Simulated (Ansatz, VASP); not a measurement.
## SnO2: VASP beside Ansatz

```
Sn O
1.0
     4.76022    0.00000    0.00000
     0.00000    4.76022    0.00000
     0.00000    0.00000    3.20057
Sn O
2 4
Direct
  0.00000 0.00000 0.00000
  0.50000 0.50000 0.50000
  0.30589 0.30589 0.00000
  0.19411 0.80589 0.50000
  0.69411 0.69411 0.00000
  0.80589 0.19411 0.50000
```

Alike in both runs: task single point; functional r2SCAN; k mesh 6 × 6 × 8; occupations gaussian, width 0.05 eV; no spin polarisation.

|  | VASP | Ansatz |
| --- | --- | --- |
| version | VASP 6.6.1 | Ansatz 0.2.0 |
| potentials or method | VASP PAW PBE potentials, release 64 (Sn_d, O), cutoff 520 eV | scalar-relativistic, plane waves, PAW |
| valence electrons in the cell | 52 | 52 |

|  | VASP | Ansatz | Ansatz less VASP |
| --- | --- | --- | --- |
| gap on the k mesh at the Fermi level (eV) | 1.79 | 1.77 | -0.026 |
| least direct gap on the mesh (eV) | 1.79 | 1.77 | -0.026 |
| pressure (GPa) | 1.1 | 0.0 | -1.10 |
| traceless stress, the component that is largest in VASP (GPa) | 0.35 | 0.01 | -0.338 |
| rms of the force components (eV/Å) | 0.012 | 0.001 | -0.0109 |

VASP's potentials were made for PBE, not for r2SCAN. Atom by atom the forces differ by 0.013 eV/Å (rms over components).
